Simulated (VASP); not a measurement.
Runs of VASP 6.6.1 on Ag. The structure is that of space group Fm-3m (No. 225), or close to it. The cells are those of the table. 

| task | cell | k mesh | cutoff (eV) | smearing | gap on the mesh (eV) | pressure (GPa) | relaxed volume (Å³/atom) |
| --- | --- | --- | --- | --- | --- | --- | --- |
| relaxation of cell and atoms | relaxed from a = 2.830 Å, angles 60.0°, 1 atom | 16 × 16 × 16 | 600 | fermi-dirac 0.15 eV | none | 0.0 | (a) |
| relaxation of cell and atoms | relaxed from a = 2.835 Å, angles 60.0°, 1 atom | 16 × 16 × 16 | 600 | gaussian 0.1 eV | none | 0.0 | 16.03 |
| single point | a = 2.830 Å, angles 60.0°, 1 atom | 16 × 16 × 16 | 520 | gaussian 0.1 eV | none | 0.1 | - |
| relaxation of cell and atoms | relaxed from a = 2.924 Å, angles 60.0°, 1 atom | 8 × 8 × 8 | 600 | gaussian 0.1 eV | none | -0.1 | 16.13 |

Alike in all rows: level LDA; potentials or basis VASP PAW LDA potentials, release 64 (Ag); no spin polarisation.

Q: Estimate the missing entries.

A: (a) 16.04.

A k mesh can miss the band edges, and the runs leave out spin-orbit coupling on Ag.

A gap of «none» marks levels without a gap at the run's occupations.
